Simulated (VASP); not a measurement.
Write the native input for VASP 6.6.1 that does the following.

| Item | Value |
| --- | --- |
| Task | single point |
| Functional | PBE |
| Potentials or basis | VASP PAW PBE potentials, release 64 (Ti_sv, Al) |
| Cutoff | 520 eV |
| k mesh | 8 × 8 × 8 |
| Occupations | gaussian, width 0.023 eV |
| Spin | no spin polarisation |
| Dipole correction | no |
| Further INCAR settings | ALGO = Normal; EDIFF = 1e-06; NBANDS = 14 |

The structure of TiAl lies in POSCAR:

```
TiAl
1.0
    3.1790640000      0.0000000000      0.0000000000
    0.0000000000      3.1790640000      0.0000000000
    0.0000000000      0.0000000000      3.1790640000
Ti Al
1 1
Direct
    0.0000000000      0.0000000000      0.0000000000
    0.5000000000      0.5000000000      0.5000000000
```

One way to write it, as run:

INCAR

```
PREC = Accurate
ENCUT = 520
EDIFF = 1E-6
ISMEAR = 0
SIGMA = 0.023
LREAL = F
LASPH = T
NELM = 60
ALGO = Normal
ISIF = 2
LWAVE = F
LCHARG = F
GGA = PE
NBANDS = 14
```

KPOINTS

```
regular mesh
0
Gamma
  8 8 8
```

Potentials or basis: VASP PAW PBE potentials, release 64 (Ti_sv, Al).

Launch:

```bash
$ cat potpaw_PBE.64/Ti_sv/POTCAR potpaw_PBE.64/Al/POTCAR > POTCAR
$ mpirun -np 1 vasp_std > vasp.out
```

Results of the run:

The pressure is 0.7 GPa.

It took 4.5 s on 1 thread of Intel(R) Xeon(R) 6975P-C (Granite Rapids) (shared host), peak memory 0.14 GiB.
